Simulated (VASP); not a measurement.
Input of a VASP 6.6.1 run:

INCAR

```
PREC     = Accurate       # precision mode
ENCUT    = 520            # plane-wave cutoff, eV
EDIFF    = 1E-6           # SCF threshold, eV
ISMEAR   = -1             # smearing method
SIGMA    = 0.05           # smearing width, eV
LREAL    = F              # projectors in reciprocal space
LASPH    = T              # aspherical terms in the spheres
NELM     = 150            # most SCF steps
ALGO     = Normal         # electronic algorithm
ISIF     = 2              # what is computed and relaxed
LWAVE    = F              # write WAVECAR
LCHARG   = F              # write CHGCAR
ISPIN    = 2              # spin polarisation
MAGMOM   = 0.5 0.5        # initial moments
LORBIT   = 11             # projections on sites
NUPDOWN  = 1.0            # fixed moment
LMAXMIX  = 4              # l up to which the mixer works
GGA      = PS             # functional
NBANDS   = 20             # bands
```

KPOINTS

```
regular mesh
0
Gamma
  10 10 6
```

The input POSCAR:

```
Co
1.0
    2.4873648738      0.0000000000      0.0000000000
   -1.2436824369      2.1541211692      0.0000000000
    0.0000000000      0.0000000000      4.0632895034
Co
2
Direct
    0.3333333333      0.6666666667      0.7401390000
    0.6666666667      0.3333333333      0.2598610000
```

Potentials or basis: VASP PAW PBE potentials, release 64 (Co).

Run with:

```sh
$ cat potpaw_PBE.64/Co/POTCAR > POTCAR
$ mpirun -np 1 vasp_std > vasp.out
```

Question: Estimate the pressure.

Answer: -20.5 GPa.

Question: What does it give for the largest force?

Answer: 0.524 eV/Å.

Forces on the atoms (eV/Å):
```
Co   0.000  0.000  0.524
Co   0.000  0.000 -0.524
```

Caveat: the cell stands under tension; the PAW data sets were made with another functional, which shifts forces and pressure a little; the total moment is fixed, so each spin has its own Fermi level and the state may be an excited one.
